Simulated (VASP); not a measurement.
Set up this calculation in VASP 6.6.1, as the native input.

```
Task                   : single point
Functional             : PBE
Potentials or basis    : VASP PAW PBE potentials, release 64 (Zr_sv)
Cutoff                 : 520 eV
k mesh                 : 9 × 9 × 5
Occupations            : gaussian, width 0.011 eV
Spin                   : no spin polarisation
Dipole correction      : no
Further INCAR settings : ALGO = Normal; EDIFF = 1e-07; NBANDS = 19
```

The structure of Zr lies in POSCAR:

```
Zr
1.0
    3.2320000000      0.0000000000      0.0000000000
   -1.6160000000      2.7989941050      0.0000000000
    0.0000000000      0.0000000000      5.1470000000
Zr
2
Direct
    0.6666666667      0.3333333333      0.7500000000
    0.3333333333      0.6666666667      0.2500000000
```

The input as run:

INCAR

```
ALGO = Normal
EDIFF = 1E-7
ENCUT = 520
GGA = PE
ISIF = 2
ISMEAR = 0
LASPH = T
LCHARG = T
LELF = T
LREAL = F
LVHAR = T
LWAVE = F
NBANDS = 19
NELM = 100
PREC = Accurate
SIGMA = 0.011
```

KPOINTS

```
k-points
0
Gamma
  9 9 5
```

Potentials or basis: VASP PAW PBE potentials, release 64 (Zr_sv).

Command:

```bash
$ cat potpaw_PBE.64/Zr_sv/POTCAR > POTCAR
$ mpirun -np 1 vasp_std > vasp.out
```

Results of the run:

The pressure is 0.6 GPa and the band gap on the k mesh is zero (bands 12 and 13 overlap by 1.12 eV).

Wall time 32 s on 1 thread of Intel Xeon 8259CL (shared host), peak memory 0.17 GiB.
